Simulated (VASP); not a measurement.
# LiBr (Fm-3m) in VASP: settings compared, part 2 of 2

VASP 6.6.1.

### 4 Single point, PBE-based screened hybrid with 15 % exact exchange

Contents of POSCAR:

```
LiBr
1.0
    0.0000000000      2.7395650468      2.7395650468
    2.7395650468      0.0000000000      2.7395650468
    2.7395650468      2.7395650468      0.0000000000
Li Br
1 1
Direct
    0.0000000000      0.0000000000      0.0000000000
    0.5000000000      0.5000000000      0.5000000000
```

Contents of INCAR.step1:

```
PREC = Accurate
ENCUT = 650
EDIFF = 1E-5
ISMEAR = 0
SIGMA = 0.01
LREAL = F
LASPH = T
NELM = 120
ALGO = Normal
ISIF = 2
LWAVE = T
NBANDS = 12
GGA = PE
GGA_COMPAT = F
```

Contents of INCAR.step2:

```
PREC = Accurate
ENCUT = 650
EDIFF = 1E-6
ISMEAR = 0
SIGMA = 0.01
LREAL = F
LASPH = T
NELM = 120
ALGO = Normal
ISIF = 2
LWAVE = F
LCHARG = T
GGA = PE
LHFCALC = T
AEXX = 0.15
HFSCREEN = 0.1
PRECFOCK = Normal
LELF = T
LVHAR = T
NBANDS = 12
ISTART = 1
GGA_COMPAT = F
```

Contents of KPOINTS:

```
Automatic mesh
0
Gamma
  4 4 4
```

Potentials or basis: VASP PAW PBE potentials, release 64 (Li_sv, Br).

Command:

```
$ cat potpaw_PBE.64/Li_sv/POTCAR potpaw_PBE.64/Br/POTCAR > POTCAR
$ cp INCAR.step1 INCAR
$ mpirun -np 1 vasp_std > vasp.out
$ cp INCAR.step2 INCAR
$ mpirun -np 1 vasp_std > vasp.out
```

OUTCAR:

```text
PREC = Accurate
   ENCUT = 650
   EDIFF = 1E-6
   ISMEAR = 0
   LREAL = F
   LASPH = T
   NELM = 120
   ISIF = 2
   GGA = PE
   LHFCALC = T
   AEXX = 0.15
   HFSCREEN = 0.1
   PRECFOCK = Normal
   ISTART = 1

 ion  position               nearest neighbor table
   1  0.000  0.000  0.000-
   2  0.500  0.500  0.500-

  LATTYP: Found a face centered cubic cell.
 ALAT       =     5.4791300936

  Lattice vectors:

 A1 = (   0.0000000000,   2.7395650468,   2.7395650468)
 A2 = (   2.7395650468,   0.0000000000,   2.7395650468)
 A3 = (   2.7395650468,   2.7395650468,   0.0000000000)

Analysis of symmetry for initial positions (statically):
=====================================================================
 Subroutine PRICEL returns:
 Original cell was already a primitive cell.

 Routine SETGRP: Setting up the symmetry group for a
 face centered cubic supercell.

 Subroutine GETGRP returns: Found 48 space group operations
 (whereof 48 operations were pure point group operations)
 out of a pool of 48 trial point group operations.

The static configuration has the point symmetry O_h .

Analysis of symmetry for dynamics (positions and initial velocities):
=====================================================================
 Subroutine PRICEL returns:
 Original cell was already a primitive cell.

 Routine SETGRP: Setting up the symmetry group for a
 face centered cubic supercell.

 Subroutine GETGRP returns: Found 48 space group operations
 (whereof 48 operations were pure point group operations)
 out of a pool of 48 trial point group operations.

The dynamic configuration has the point symmetry O_h .

 Subroutine INISYM returns: Found 48 space group operations
 (whereof 48 operations are pure point group operations),
 and found     1 'primitive' translations

----------------------------------------------------------------------------------------

                                     Primitive cell

  volume of cell :      41.1221

  direct lattice vectors                    reciprocal lattice vectors
     0.000000000  2.739565047  2.739565047    -0.182510724  0.182510724  0.182510724
     2.739565047  0.000000000  2.739565047     0.182510724 -0.182510724  0.182510724
     2.739565047  2.739565047  0.000000000     0.182510724  0.182510724 -0.182510724

  length of vectors
     3.874330044  3.874330044  3.874330044     0.316117847  0.316117847  0.316117847

  position of ions in fractional coordinates (direct lattice)
     0.000000000  0.000000000  0.000000000
     0.500000000  0.500000000  0.500000000

  ion indices of the primitive-cell ions
   primitive index   ion index
                 1           1
                 2           2

----------------------------------------------------------------------------------------

 KPOINTS: Automatic mesh

Automatic generation of k-mesh.
 Grid dimensions read from file:
 generate k-points for:    4    4    4

[... 29 lines left out ...]
   number of dos      NEDOS =    301   number of ions     NIONS =      2
   total plane-waves  NPLWV =  32768
   dimension x,y,z NGX =    32 NGY =   32 NGZ =   32
   dimension x,y,z NGXF=    64 NGYF=   64 NGZF=   64
   ions per type =               1   1
   NGX,Y,Z   is equivalent  to a cutoff of  13.73, 13.73, 13.73 a.u.
   NGXF,Y,Z  is equivalent  to a cutoff of  27.46, 27.46, 27.46 a.u.
 SYSTEM =  unknown system
   PREC   = accura    normal or accurate (medium, high low for compatibility)
   ISTART =      1    job   : 0-new  1-cont  2-samecut
   ICHARG =      0    charge: 1-file 2-atom 10-const
   ISPIN  =      1    spin polarized calculation?
   LNONCOLLINEAR =      F non collinear calculations
   LSORBIT =      F    spin-orbit coupling
   LASPH  =      T    aspherical Exc in radial PAW
   ENCUT  =  650.0 eV  47.77 Ry    6.91 a.u.   8.05  8.05  8.05*2*pi/ulx,y,z
   NELM   =    120;   NELMIN=  2; NELMDL=  0     # of ELM steps
   EDIFF  = 0.1E-05   stopping-criterion for ELM
   LREAL  =      F    real-space projection
   EDIFFG = 0.1E-04   stopping-criterion for IOM
   NSW    =      0    number of steps for IOM
   IBRION =     -1    ionic relax: 0-MD 1-quasi-New 2-CG
   NFREE  =      0    steps in history (QN), initial steepest desc. (CG)
   ISIF   =      2    stress and relaxation
   ISYM   =      3    0-nonsym 1-usesym 2-fastsym
   POTIM  = 0.5000    time-step for ionic-motion
   TEBEG  =    0.0;   TEEND  =   0.0 temperature during run
   PSTRESS=    0.0 pullay stress
   NELECT =      10.0000    total number of electrons
   NUPDOWN=      -1.0000    fix difference up-down
   EMIN   =  10.00;   EMAX   =-10.00  energy-range for DOS
   EFERMI =   0.00;   METHOD = LEGACY
   ISMEAR =     0;   SIGMA  =   0.01  broadening in eV -4-tet -1-fermi 0-gaus
   EFERMI_NEDOS =   21; number of points for ismear=-14 and -15
   IALGO  =     38    algorithm
   IMIX   =      1    mixing-type and parameters
     AMIX     =   0.40;   BMIX     =  1.00
     AMIX_MAG =   1.60;   BMIX_MAG =  1.00
  volume/ion in A,a.u.               =      20.56       138.75
  Fermi-wavevector in a.u.,A,eV,Ry     =   1.021841  1.930999 14.206639  1.044159
  Thomas-Fermi vector in A             =   2.155487
   LORBIT       =      0    0 simple, 1 ext, 2 COOP (PROOUT), +10 PAW based schemes
   GGA     = PE    functional components
   LHFCALC =     T    Hartree Fock is set to
   PRECFOCK=normal    Normal, Fast or Accurate (Low or Medium for compatibility)
   ENCUT4O =  -1.0   cutoff for four orbital integrals eV
   NKREDX  =     1    reduce k-point grid by
   NKREDY  =     1    reduce k-point grid by
   NKREDZ  =     1    reduce k-point grid by
   AEXX    =    0.1500 exact exchange contribution
   HFSCREEN=    0.1000 screening length (either q_TF or 0.3 A-1)
   HFSCREENC=   0.1000 screening length for correlation (either q_TF or 0.3 A-1)
   ENCUTFOCK=  -1.0 apply spherical cutoff to Coloumb kernel
   IVDW    =     0    specifies the selected vdW correction
   LEPSILON=     F    determine dielectric tensor
   LRPA    =     F    only Hartree local field effects (RPA)
 non-spin polarized calculation
 Gauss-broadening in eV      SIGMA  =   0.01
  energy-cutoff  :      650.00
  volume of cell :       41.12
 maximum number of plane-waves:      1572
  NGX = 28; NGY = 28; NGZ = 28

 number of electron      10.0000006 magnetization

 Free energy of the ion-electron system (eV)
  ---------------------------------------------------
  ext. energy  EPLUGINS =         0.00000000
  ---------------------------------------------------
  free energy    TOTEN  =        -7.36069919 eV

  energy without entropy =       -7.36069919  energy(sigma->0) =       -7.36069919

 E-fermi :  -0.0251     XC(G=0):  -7.5172

 val. band max:       -0.2168466978   @ k =   0.0000   0.0000   0.0000
 cond. band min:       5.7161258769   @ k =   0.0000   0.0000   0.0000
 fundamental gap:      5.9329725748
 Fermi energy:        -0.0250762293

 k-point     1 :       0.0000    0.0000    0.0000
  band No.  band energies     occupation
      1     -46.3587      2.00000
      2     -14.3998      2.00000
      3      -0.2168      2.00000
      4      -0.2168      2.00000
      5      -0.2168      2.00000
      6       5.7161      0.00000
      7      11.3015      0.00000
      8      11.3015      0.00000
      9      11.3015      0.00000
     10      13.2050      0.00000
     11      13.2050      0.00000
     12      13.2050      0.00000
[... 91 lines left out ...]
 k-point     8 :      -0.2500    0.5000    0.2500
  band No.  band energies     occupation
      1     -46.3573      2.00000
      2     -13.6704      2.00000
      3      -2.5053      2.00000
      4      -2.5053      2.00000
      5      -1.4321      2.00000
      6       8.8405      0.00000
      7       9.4088      0.00000
      8      10.2708      0.00000
      9      10.2708      0.00000
     10      14.9996      0.00000
     11      14.9996      0.00000
     12      18.4765      0.00000

------------------------ aborting loop because EDIFF is reached ----------------------------------------

  FORCE on cell =-STRESS in cart. coord.  units (eV):
  Direction    XX          YY          ZZ          XY          YZ          ZX
  --------------------------------------------------------------------------------------
  -------------------------------------------------------------------------------------
  Total        0.0234804      0.0234804      0.0234804     -0.0000000     -0.0000000      0.0000000
  in kB        0.9148322      0.9148322      0.9148322     -0.0000000     -0.0000000      0.0000000
  external PRESSURE =       0.9148322 kB  Pullay stress =       0.0000000 kB

 VOLUME and BASIS-vectors are now :
 -----------------------------------------------------------------------------
  energy-cutoff  :      650.00
  volume of cell :       41.12
      direct lattice vectors                 reciprocal lattice vectors
     0.000000000  2.739565047  2.739565047    -0.182510724  0.182510724  0.182510724
     2.739565047  0.000000000  2.739565047     0.182510724 -0.182510724  0.182510724
     2.739565047  2.739565047  0.000000000     0.182510724  0.182510724 -0.182510724

 POSITION                                       TOTAL-FORCE (eV/Angst)
 -----------------------------------------------------------------------------------
      0.00000      0.00000      0.00000        -0.000000     -0.000000     -0.000000
      2.73957      2.73957      2.73957         0.000000      0.000000      0.000000
 -----------------------------------------------------------------------------------
    total drift:                                0.000000     -0.000000     -0.000000

  FREE ENERGIE OF THE ION-ELECTRON SYSTEM (eV)
  ---------------------------------------------------
  free  energy   TOTEN  =        -7.3606991903 eV

  energy  without entropy=       -7.3606991903  energy(sigma->0) =       -7.36069919
```

OSZICAR.step1:

```text
N       E                     dE             d eps       ncg     rms          rms(c)
DAV:   1     0.461384782024E+02    0.46138E+02   -0.43658E+03   192   0.881E+02
DAV:   2    -0.388641657997E+01   -0.50025E+02   -0.48279E+02   260   0.141E+02
DAV:   3    -0.661007385375E+01   -0.27237E+01   -0.27188E+01   260   0.357E+01
DAV:   4    -0.665938119844E+01   -0.49307E-01   -0.49295E-01   260   0.489E+00
DAV:   5    -0.665999665229E+01   -0.61545E-03   -0.61544E-03   260   0.516E-01    0.195E+00
DAV:   6    -0.662634896196E+01    0.33648E-01   -0.64549E-02   236   0.116E+00    0.119E+00
DAV:   7    -0.662858643693E+01   -0.22375E-02   -0.39679E-02   268   0.105E+00    0.440E-01
DAV:   8    -0.663102478973E+01   -0.24384E-02   -0.45519E-03   220   0.438E-01    0.661E-02
DAV:   9    -0.663101597375E+01    0.88160E-05   -0.11210E-04   232   0.769E-02    0.245E-02
DAV:  10    -0.663104953802E+01   -0.33564E-04   -0.52614E-05   224   0.472E-02    0.137E-02
DAV:  11    -0.663105060463E+01   -0.10666E-05   -0.45697E-06   128   0.126E-02
   1 F= -.66310506E+01 E0= -.66310506E+01  d E =-.675108E-34
```

Wall time 2.4 min (1 thread of Intel Xeon Platinum 8488C (Sapphire Rapids), shared host); peak memory 0.28 GiB.

What came out:

| Quantity | Value |
| --- | --- |
| Free energy | -7.3607 eV |
| Pressure | 0.1 GPa |
| Band gap on the k mesh | 5.93 eV |

Levels at points of the mesh, in eV from the valence-band top:
| k point | band 1 | band 2 | band 3 | band 4 | band 5 | band 6 | band 7 | band 8 | band 9 | band 10 |
| --- | --- | --- | --- | --- | --- | --- | --- | --- | --- | --- |
| (0.00, 0.00, 0.00) | -46.14 | -14.18 | 0.00 | 0.00 | 0.00 | 5.93 | 11.52 | 11.52 | 11.52 | 13.42 |
| (0.50, 0.00, 0.00) | -46.14 | -13.66 | -3.09 | -0.28 | -0.28 | 6.55 | 9.10 | 9.10 | 13.04 | 15.15 |
| (0.50, 0.50, 0.00) | -46.14 | -13.45 | -3.09 | -1.22 | -1.22 | 7.21 | 7.99 | 12.86 | 13.67 | 13.67 |

Caveat: the k points lie up to 0.50 Å⁻¹ apart; the PAW data sets were made with another functional, which shifts forces and pressure a little.

### 5 Overview

| level | share of exact exchange | screening parameter | gap on the mesh (eV) | pressure (GPa) |
| --- | --- | --- | --- | --- |
| PBE-based screened hybrid with 5 % exact exchange | 0.05 | 0.5 1/Å | 5.12 | 0.4 |
| PBE-based screened hybrid with 15 % exact exchange | 0.15 | 0.2078 1/Å | 5.72 | 0.2 |
| PBE-based screened hybrid with 15 % exact exchange | 0.15 | 0.1 1/Å | 5.93 | 0.1 |

Alike in all rows: task single point; potentials or basis VASP PAW PBE potentials, release 64 (Li_sv, Br); no spin polarisation; cell as given; k mesh 4 × 4 × 4; cutoff (eV) 650; smearing gaussian 0.01 eV.

Caveats: all runs use coarse meshes; the PAW data sets were made with another functional, which shifts forces and pressure a little.

Total energies depend on the potentials used, so only differences within one code and one set of settings carry meaning.
